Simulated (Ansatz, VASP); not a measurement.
# One calculation of MnSi, two programs

```
Mn Si
1.0
     4.47078    0.00000    0.00000
     0.00000    4.47078    0.00000
     0.00000    0.00000    4.47078
Mn Si
4 4
Cartesian
  0.6127 0.6127 0.6127
  1.6227 3.8581 2.8481
  2.8481 1.6227 3.8581
  3.8581 2.8481 1.6227
  3.7795 3.7795 3.7795
  2.9267 0.6913 1.5441
  1.5441 2.9267 0.6913
  0.6913 1.5441 2.9267
```

Alike in both runs: functional PBEsol; k mesh 8 × 8 × 8; occupations gaussian, width 0.1 eV; collinear spin.

Ansatz relaxed the structure, and its values are those at the end. VASP's run is a single point on that final structure, the one shown.

|  | VASP | Ansatz |
| --- | --- | --- |
| version | VASP 6.6.1 | Ansatz 0.2.0 |
| potentials or method | VASP PAW PBE potentials, release 64 (Mn_pv, Si), cutoff 520 eV | scalar-relativistic, plane waves, PAW |
| valence electrons in the cell | 68 | 76 |

Ansatz gave:

| Item | Value |
| --- | --- |
| gap on the k mesh at the Fermi level (eV) | none |
| pressure (GPa) | 0.0 |
| rms of the force components (eV/Å) | 0.000 |
| net moment per atom (μB) | 0.46 |
| size of the moment on the site where the two differ most (μB) | 0.91 |

Which values does VASP return?

gap on the k mesh at the Fermi level (eV): none; pressure (GPa): 0.1; rms of the force components (eV/Å): 0.007; net moment per atom (μB): 0.46; size of the moment on the site where the two differ most (μB): 0.96.

VASP's potentials were made for PBE, not for PBEsol. Site moments also hang on the region over which each program counts them. A gap of «none» marks a metal or a gap that the smearing closes. VASP's potentials hold 68 valence electrons a cell and Ansatz's 76, so a difference there can come from the potentials and not from the codes.
